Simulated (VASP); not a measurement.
# Zr in VASP: further runs

The runs below take Zr through single point, with PBE.

Program: VASP 6.6.1. These are calculated values, not measurements. Logs are shortened: lines on timing, memory, paths and dates and some standing lists are left out, and cuts for length are marked.

## Step 1: The cell of the first run

The cell holds a cluster in a box, 1 atom: a = 9.000 Å, b = 9.100 Å, c = 9.200 Å, α = 90.00°, β = 90.00°, γ = 90.00°.

## Step 2: Single point, PBE, collinear spin, ferromagnetic start

The input, INCAR:

```
SYSTEM = Zr
PREC = Accurate
ENCUT = 400
EDIFF = 1E-6
ISMEAR = -1
SIGMA = 0.1
LREAL = .FALSE.
LASPH = .TRUE.
NELM = 200
ALGO = Normal
ISIF = 2
LWAVE = .FALSE.
LCHARG = .TRUE.
ISPIN = 2
MAGMOM = 2
LORBIT = 11
LMAXMIX = 4
GGA = PE
LELF = .TRUE.
LVHAR = .TRUE.
NBANDS = 16
GGA_COMPAT = .FALSE.
```

The input, KPOINTS:

```
Automatic mesh
0
G
  1 1 1
  0 0 0
```

The input, POSCAR:

```
Zr
1.0
    9.0000000000      0.0000000000      0.0000000000
    0.0000000000      9.1000000000      0.0000000000
    0.0000000000      0.0000000000      9.2000000000
Zr
1
Direct
    0.5000000000      0.5000000000      0.5000000000
```

Potentials or basis: VASP PAW PBE potentials, release 64 (Zr_sv).

On the command line:

```sh
cat potpaw_PBE.64/Zr_sv/POTCAR > POTCAR
mpirun -np 1 vasp_gam > vasp.out
```

OUTCAR:

```text
SYSTEM = Zr
   PREC = Accurate
   ENCUT = 400
   EDIFF = 1E-6
   ISMEAR = -1
   LREAL = .FALSE.
   LASPH = .TRUE.
   NELM = 200
   ISIF = 2
   ISPIN = 2
   LORBIT = 11
   GGA = PE

 ion  position               nearest neighbor table
   1  0.500  0.500  0.500-

  LATTYP: Found a simple orthorhombic cell.
 ALAT       =     9.0000000000
 B/A-ratio  =     1.0111111111
 C/A-ratio  =     1.0222222222

  Lattice vectors:

 A1 = (   9.0000000000,   0.0000000000,   0.0000000000)
 A2 = (   0.0000000000,   9.1000000000,   0.0000000000)
 A3 = (   0.0000000000,   0.0000000000,   9.2000000000)

Analysis of symmetry for initial positions (statically):
=====================================================================
 Subroutine PRICEL returns:
 Original cell was already a primitive cell.

 Routine SETGRP: Setting up the symmetry group for a
 simple orthorhombic supercell.

 Subroutine GETGRP returns: Found  8 space group operations
 (whereof  8 operations were pure point group operations)
 out of a pool of  8 trial point group operations.

The static configuration has the point symmetry D_2h.

Analysis of symmetry for dynamics (positions and initial velocities):
=====================================================================
 Subroutine PRICEL returns:
 Original cell was already a primitive cell.

 Routine SETGRP: Setting up the symmetry group for a
 simple orthorhombic supercell.

 Subroutine GETGRP returns: Found  8 space group operations
 (whereof  8 operations were pure point group operations)
 out of a pool of  8 trial point group operations.

The dynamic configuration has the point symmetry D_2h.

Analysis of structural, dynamic, and magnetic symmetry:
=====================================================================
 Subroutine PRICEL returns:
 Original cell was already a primitive cell.

 Routine SETGRP: Setting up the symmetry group for a
 simple orthorhombic supercell.

 Subroutine GETGRP returns: Found  8 space group operations
 (whereof  8 operations were pure point group operations)
 out of a pool of  8 trial point group operations.

The overall configuration has the point symmetry D_2h.

 Subroutine INISYM returns: Found  8 space group operations
 (whereof  8 operations are pure point group operations),
 and found     1 'primitive' translations

----------------------------------------------------------------------------------------

                                     Primitive cell

  volume of cell :     753.4800

  direct lattice vectors                    reciprocal lattice vectors
     9.000000000  0.000000000  0.000000000     0.111111111  0.000000000  0.000000000
     0.000000000  9.100000000  0.000000000     0.000000000  0.109890110  0.000000000
     0.000000000  0.000000000  9.200000000     0.000000000  0.000000000  0.108695652

  length of vectors
     9.000000000  9.100000000  9.200000000     0.111111111  0.109890110  0.108695652

  position of ions in fractional coordinates (direct lattice)
     0.500000000  0.500000000  0.500000000

  ion indices of the primitive-cell ions
   primitive index   ion index
                 1           1

----------------------------------------------------------------------------------------

 KPOINTS: Automatic mesh

Automatic generation of k-mesh.
 Grid dimensions read from file:
 generate k-points for:    1    1    1

 Generating k-lattice:

  Cartesian coordinates                     Fractional coordinates (reciprocal lattice)
     0.111111111  0.000000000  0.000000000     1.000000000  0.000000000  0.000000000
     0.000000000  0.109890110  0.000000000     0.000000000  1.000000000  0.000000000
     0.000000000  0.000000000  0.108695652     0.000000000  0.000000000  1.000000000

  Length of vectors
     0.111111111  0.109890110  0.108695652

  Shift w.r.t. Gamma in fractional coordinates (k-lattice)
     0.000000000  0.000000000  0.000000000

 Subroutine IBZKPT returns following result:
 ===========================================

 Found      1 irreducible k-points:

 Following reciprocal coordinates:
            Coordinates               Weight
  0.000000  0.000000  0.000000      1.000000
   k-points           NKPTS =      1   k-points in BZ     NKDIM =      1   number of bands    NBANDS=     16
   number of dos      NEDOS =    301   number of ions     NIONS =      1
   total plane-waves  NPLWV = 216000
   dimension x,y,z NGX =    60 NGY =   60 NGZ =   60
   dimension x,y,z NGXF=   120 NGYF=  120 NGZF=  120
   ions per type =               1
   NGX,Y,Z   is equivalent  to a cutoff of  11.08, 10.96, 10.84 a.u.
   NGXF,Y,Z  is equivalent  to a cutoff of  22.17, 21.92, 21.68 a.u.
 SYSTEM =  Zr
   PREC   = accura    normal or accurate (medium, high low for compatibility)
   ISTART =      0    job   : 0-new  1-cont  2-samecut
   ICHARG =      2    charge: 1-file 2-atom 10-const
   ISPIN  =      2    spin polarized calculation?
   LNONCOLLINEAR =      F non collinear calculations
   LSORBIT =      F    spin-orbit coupling
   LASPH  =      T    aspherical Exc in radial PAW
   ENCUT  =  400.0 eV  29.40 Ry    5.42 a.u.  14.68 14.84 15.00*2*pi/ulx,y,z
   NELM   =    200;   NELMIN=  2; NELMDL= -5     # of ELM steps
   EDIFF  = 0.1E-05   stopping-criterion for ELM
   LREAL  =      F    real-space projection
   EDIFFG = 0.1E-04   stopping-criterion for IOM
   NSW    =      0    number of steps for IOM
   IBRION =     -1    ionic relax: 0-MD 1-quasi-New 2-CG
   NFREE  =      0    steps in history (QN), initial steepest desc. (CG)
   ISIF   =      2    stress and relaxation
   ISYM   =      2    0-nonsym 1-usesym 2-fastsym
   POTIM  = 0.5000    time-step for ionic-motion
   TEBEG  =    0.0;   TEEND  =   0.0 temperature during run
   PSTRESS=    0.0 pullay stress
   NELECT =      12.0000    total number of electrons
   NUPDOWN=      -1.0000    fix difference up-down
   EMIN   =  10.00;   EMAX   =-10.00  energy-range for DOS
   EFERMI =   0.00;   METHOD = LEGACY
   ISMEAR =    -1;   SIGMA  =   0.10  broadening in eV -4-tet -1-fermi 0-gaus
   EFERMI_NEDOS =   21; number of points for ismear=-14 and -15
   IALGO  =     38    algorithm
   IMIX   =      4    mixing-type and parameters
     AMIX     =   0.40;   BMIX     =  1.00
     AMIX_MAG =   1.60;   BMIX_MAG =  1.00
  volume/ion in A,a.u.               =     753.48      5084.73
  Fermi-wavevector in a.u.,A,eV,Ry     =   0.411887  0.778353  2.308240  0.169651
  Thomas-Fermi vector in A             =   1.368494
   LORBIT       =     11    0 simple, 1 ext, 2 COOP (PROOUT), +10 PAW based schemes
   GGA     = PE    functional components
   LHFCALC =     F    Hartree Fock is set to
   AEXX    =    0.0000 exact exchange contribution
   IVDW    =     0    specifies the selected vdW correction
   LEPSILON=     F    determine dielectric tensor
   LRPA    =     F    only Hartree local field effects (RPA)
 spin polarized calculation
  energy-cutoff  :      400.00
  volume of cell :      753.48
 maximum number of plane-waves:      6832
 NGX is ok and might be reduce to    60
   NGX = 29   NGY = 29   NGZ = 31

 number of electron      12.0000000 magnetization       3.5074077

 Free energy of the ion-electron system (eV)
  ---------------------------------------------------
  ext. energy  EPLUGINS =         0.00000000
  ---------------------------------------------------
  free energy    TOTEN  =        -2.31430465 eV

  energy without entropy =       -1.91498590  energy(sigma->0) =       -2.11464528

 E-fermi :  -2.6943     XC(G=0):  -1.5957

 val. band max:       -2.7032905562   @ k =   0.0000   0.0000   0.0000
 cond. band min:      -2.5823775463   @ k =   0.0000   0.0000   0.0000
 fundamental gap:      0.1209130098
 Fermi energy:        -2.6942786717

 spin component 1

 k-point     1 :       0.0000    0.0000    0.0000
  band No.  band energies     occupation
      1     -52.6692      1.00000
      2     -30.8384      1.00000
      3     -30.8384      1.00000
      4     -30.8384      1.00000
      5      -3.9955      1.00000
      6      -2.7224      0.56991
      7      -2.7219      0.56871
      8      -2.7214      0.56749
      9      -2.7044      0.52518
     10      -2.7033      0.52251
     11      -0.9069      0.00000
     12      -0.8943      0.00000
     13      -0.8809      0.00000
     14      -0.1158      0.00000
     15       0.9764      0.00000
     16       1.0095      0.00000
 Fermi energy:        -2.6942786717

 spin component 2

 k-point     1 :       0.0000    0.0000    0.0000
  band No.  band energies     occupation
      1     -51.4558      1.00000
      2     -29.4055      1.00000
      3     -29.4052      1.00000
      4     -29.4050      1.00000
      5      -2.5824      0.24619
      6      -1.0196      0.00000
      7      -1.0158      0.00000
      8      -0.9564      0.00000
      9      -0.9554      0.00000
     10      -0.9545      0.00000
     11       0.1477      0.00000
     12       0.1661      0.00000
     13       0.1855      0.00000
     14       0.2777      0.00000
     15       1.4182      0.00000
     16       1.4569      0.00000

------------------------ aborting loop because EDIFF is reached ----------------------------------------

  FORCE on cell =-STRESS in cart. coord.  units (eV):
  Direction    XX          YY          ZZ          XY          YZ          ZX
  --------------------------------------------------------------------------------------
  -------------------------------------------------------------------------------------
  Total       -0.1793234     -0.1696478     -0.1587163      0.0000000      0.0000000      0.0000000
  in kB       -0.3813079     -0.3607340     -0.3374896      0.0000000      0.0000000      0.0000000
  external PRESSURE =      -0.3598438 kB  Pullay stress =       0.0000000 kB

 VOLUME and BASIS-vectors are now :
 -----------------------------------------------------------------------------
  energy-cutoff  :      400.00
  volume of cell :      753.48
      direct lattice vectors                 reciprocal lattice vectors
     9.000000000  0.000000000  0.000000000     0.111111111  0.000000000  0.000000000
     0.000000000  9.100000000  0.000000000     0.000000000  0.109890110  0.000000000
     0.000000000  0.000000000  9.200000000     0.000000000  0.000000000  0.108695652

 POSITION                                       TOTAL-FORCE (eV/Angst)
 -----------------------------------------------------------------------------------
      4.50000      4.55000      4.60000         0.000000      0.000000      0.000000
 -----------------------------------------------------------------------------------
    total drift:                                0.000000      0.000000     -0.000000

  FREE ENERGIE OF THE ION-ELECTRON SYSTEM (eV)
  ---------------------------------------------------
  free  energy   TOTEN  =        -2.3143046523 eV

  energy  without entropy=       -1.9149859012  energy(sigma->0) =       -2.11464528

 total charge

# of ion       s       p       d       tot
------------------------------------------
    1        2.205   5.852   1.787   9.844

 magnetization (x)

# of ion       s       p       d       tot
------------------------------------------
    1        0.145   0.001   1.787   1.933
```

Wall time 2 min (1 thread of Intel Xeon Platinum 8259CL at 2.50GHz (Skylake/Cascade Lake), shared host); peak memory 0.61 GiB.

What came out:

```
Free energy                                           : -2.3143 eV
Gap between the frontier levels                       : 0.12 eV
Net moment                                            : 3.51 μB per cell
Site moments                                          : Zr +1.93 μB
Valence electrons inside the program's atomic spheres : Zr 9.84
```

Levels at points of the mesh, in eV from the valence-band top:
Spin up:
```csv
k point,band 7,band 8,band 9,band 10,band 11,band 12,band 13,band 14
"(0.00, 0.00, 0.00)",-0.02,-0.02,0.00,0.00,1.80,1.81,1.82,2.59
```
Spin down:
```csv
k point,band 2,band 3,band 4,band 5,band 6,band 7
"(0.00, 0.00, 0.00)",-26.70,-26.70,-26.70,0.12,1.68,1.69
```

## Step 3: Single point, PBE, collinear spin, ferromagnetic start

The input, INCAR:

```
SYSTEM = Zr
PREC     = Accurate       ! precision mode
ENCUT    = 400            ! plane-wave cutoff, eV
EDIFF    = 1E-6           ! SCF threshold, eV
ISMEAR   = -1             ! smearing method
SIGMA    = 0.1            ! smearing width, eV
LREAL    = .FALSE.        ! projectors in reciprocal space
LASPH    = .TRUE.         ! aspherical terms in the spheres
NELM     = 200            ! most SCF steps
ALGO     = Normal         ! electronic algorithm
ISIF     = 2              ! what is computed and relaxed
LWAVE    = .FALSE.        ! write WAVECAR
LCHARG   = .FALSE.        ! write CHGCAR
ISPIN    = 2              ! spin polarisation
MAGMOM   = 2.7            ! initial moments
LORBIT   = 11             ! projections on sites
LMAXMIX  = 4              ! l up to which the mixer works
GGA      = PE             ! functional
NBANDS   = 16             ! bands
GGA_COMPAT= .FALSE.
```

The input, KPOINTS:

```
regular mesh
0
G
  1 1 1
  0 0 0
```

POSCAR is that of step 2.

Potentials or basis: VASP PAW PBE potentials, release 64 (Zr_sv).

On the command line:

```sh
cat potpaw_PBE.64/Zr_sv/POTCAR > POTCAR
mpirun -np 1 vasp_gam > vasp.out
```

OUTCAR:

```text
SYSTEM = Zr
   PREC = Accurate
   ENCUT = 400
   EDIFF = 1E-6
   ISMEAR = -1
   LREAL = .FALSE.
   LASPH = .TRUE.
   NELM = 200
   ISIF = 2
   ISPIN = 2
   LORBIT = 11
   GGA = PE

 ion  position               nearest neighbor table
   1  0.500  0.500  0.500-

  LATTYP: Found a simple orthorhombic cell.
 ALAT       =     9.0000000000
 B/A-ratio  =     1.0111111111
 C/A-ratio  =     1.0222222222

  Lattice vectors:

 A1 = (   9.0000000000,   0.0000000000,   0.0000000000)
 A2 = (   0.0000000000,   9.1000000000,   0.0000000000)
 A3 = (   0.0000000000,   0.0000000000,   9.2000000000)

Analysis of symmetry for initial positions (statically):
=====================================================================
 Subroutine PRICEL returns:
 Original cell was already a primitive cell.

 Routine SETGRP: Setting up the symmetry group for a
 simple orthorhombic supercell.

 Subroutine GETGRP returns: Found  8 space group operations
 (whereof  8 operations were pure point group operations)
 out of a pool of  8 trial point group operations.

The static configuration has the point symmetry D_2h.

Analysis of symmetry for dynamics (positions and initial velocities):
=====================================================================
 Subroutine PRICEL returns:
 Original cell was already a primitive cell.

 Routine SETGRP: Setting up the symmetry group for a
 simple orthorhombic supercell.

 Subroutine GETGRP returns: Found  8 space group operations
 (whereof  8 operations were pure point group operations)
 out of a pool of  8 trial point group operations.

The dynamic configuration has the point symmetry D_2h.

Analysis of structural, dynamic, and magnetic symmetry:
=====================================================================
 Subroutine PRICEL returns:
 Original cell was already a primitive cell.

 Routine SETGRP: Setting up the symmetry group for a
 simple orthorhombic supercell.

[... 107 lines left out ...]
   LEPSILON=     F    determine dielectric tensor
   LRPA    =     F    only Hartree local field effects (RPA)
 spin polarized calculation
  energy-cutoff  :      400.00
  volume of cell :      753.48
 maximum number of plane-waves:      6832
 NGX is ok and might be reduce to    60
   NGX = 29   NGY = 29   NGZ = 31

 number of electron      12.0000000 magnetization       3.5076411

 Free energy of the ion-electron system (eV)
  ---------------------------------------------------
  ext. energy  EPLUGINS =         0.00000000
  ---------------------------------------------------
  free energy    TOTEN  =        -2.31430524 eV

  energy without entropy =       -1.91495299  energy(sigma->0) =       -2.11462912

 E-fermi :  -2.6934     XC(G=0):  -1.5958

 val. band max:       -2.7021285355   @ k =   0.0000   0.0000   0.0000
 cond. band min:      -2.5817476056   @ k =   0.0000   0.0000   0.0000
 fundamental gap:      0.1203809299
 Fermi energy:        -2.6934185769

 spin component 1

 k-point     1 :       0.0000    0.0000    0.0000
  band No.  band energies     occupation
      1     -52.6678      1.00000
      2     -30.8371      1.00000
      3     -30.8371      1.00000
      4     -30.8371      1.00000
      5      -3.9951      1.00000
      6      -2.7217      0.57029
[... 8 lines left out ...]
     15       0.9769      0.00000
     16       1.0098      0.00000
 Fermi energy:        -2.6934185769

 spin component 2

 k-point     1 :       0.0000    0.0000    0.0000
  band No.  band energies     occupation
      1     -51.4544      1.00000
      2     -29.4042      1.00000
      3     -29.4039      1.00000
      4     -29.4036      1.00000
      5      -2.5817      0.24662
      6      -1.0188      0.00000
[... 8 lines left out ...]
     15       1.4186      0.00000
     16       1.4573      0.00000

------------------------ aborting loop because EDIFF is reached ----------------------------------------

  FORCE on cell =-STRESS in cart. coord.  units (eV):
  Direction    XX          YY          ZZ          XY          YZ          ZX
  --------------------------------------------------------------------------------------
  -------------------------------------------------------------------------------------
  Total       -0.1905538     -0.1802985     -0.1686504      0.0000000      0.0000000      0.0000000
  in kB       -0.4051880     -0.3833812     -0.3586132      0.0000000      0.0000000      0.0000000
  external PRESSURE =      -0.3823941 kB  Pullay stress =       0.0000000 kB

 VOLUME and BASIS-vectors are now :
 -----------------------------------------------------------------------------
  energy-cutoff  :      400.00
  volume of cell :      753.48
      direct lattice vectors                 reciprocal lattice vectors
     9.000000000  0.000000000  0.000000000     0.111111111  0.000000000  0.000000000
     0.000000000  9.100000000  0.000000000     0.000000000  0.109890110  0.000000000
     0.000000000  0.000000000  9.200000000     0.000000000  0.000000000  0.108695652

 POSITION                                       TOTAL-FORCE (eV/Angst)
 -----------------------------------------------------------------------------------
      4.50000      4.55000      4.60000         0.000000      0.000000      0.000000
 -----------------------------------------------------------------------------------
    total drift:                                0.000000      0.000000     -0.000000

  FREE ENERGIE OF THE ION-ELECTRON SYSTEM (eV)
  ---------------------------------------------------
  free  energy   TOTEN  =        -2.3143052403 eV

  energy  without entropy=       -1.9149529910  energy(sigma->0) =       -2.11462912

 total charge

# of ion       s       p       d       tot
------------------------------------------
    1        2.205   5.852   1.787   9.843

 magnetization (x)

# of ion       s       p       d       tot
------------------------------------------
    1        0.145   0.001   1.787   1.933
```

stdout:

```text
POSCAR found type information on POSCAR Zr
 POSCAR found :  1 types and       1 ions
 scaLAPACK will be used
 LDA part: xc-table for (Slater+PW92), standard interpolation
 POSCAR, INCAR and KPOINTS ok, starting setup
 FFT: planning ... GRIDC
 FFT: planning ... GRID_SOFT
 FFT: planning ... GRID
 WAVECAR not read
 entering main loop
```

Run time: 1.9 min. Hardware: 1 thread of Intel Xeon Platinum 8259CL at 2.50GHz (Skylake/Cascade Lake), shared host; peak memory 0.61 GiB.

What came out:

```yaml
Free_energy: -2.3143 eV
Gap_between_the_frontier_levels: 0.12 eV
Net_moment: 3.51 μB per cell
Site_moments: Zr +1.93 μB
Valence_electrons_inside_the_program's_atomic_spheres: Zr 9.84
```

(Continued in part 2 of 2.)
